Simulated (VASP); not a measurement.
A run of VASP 6.6.1:

The input INCAR:

```
SYSTEM = Zn
ALGO = Normal
EDIFF = 1E-7
ENCUT = 520
GGA = RP
ISIF = 2
ISMEAR = -1
LASPH = .TRUE.
LCHARG = .TRUE.
LELF = .TRUE.
LREAL = .FALSE.
LVHAR = .TRUE.
LWAVE = .FALSE.
NBANDS = 25
NELM = 80
PREC = Accurate
SIGMA = 0.1
```

File KPOINTS:

```
k-points
0
G
  9 9 13
  0 0 0
```

File POSCAR:

```
Zn
1.0
    4.3660478158      0.0000000000      0.0000000000
   -2.1830239079      3.7811083226      0.0000000000
    0.0000000000      0.0000000000      2.6169914570
Zn
3
Direct
    0.0000000000      1.0000000000      0.0000000000
    0.3333333333      0.6666666667      0.5000000000
    0.6666666667      0.3333333333      0.5000000000
```

Potentials or basis: VASP PAW PBE potentials, release 64 (Zn).

Launch:

```sh
$ cat potpaw_PBE.64/Zn/POTCAR > POTCAR
$ mpirun -np 1 vasp_std > vasp.out
```

Hardware: 1 thread of Intel(R) Xeon(R) 6975P-C (Granite Rapids) (shared host).

Task: Estimate the wall time of this run.

Result: Run time: 24 s on 1 thread of Intel(R) Xeon(R) 6975P-C (Granite Rapids) (shared host), peak memory 0.19 GiB. Counts: scf iterations 13, k points 84.
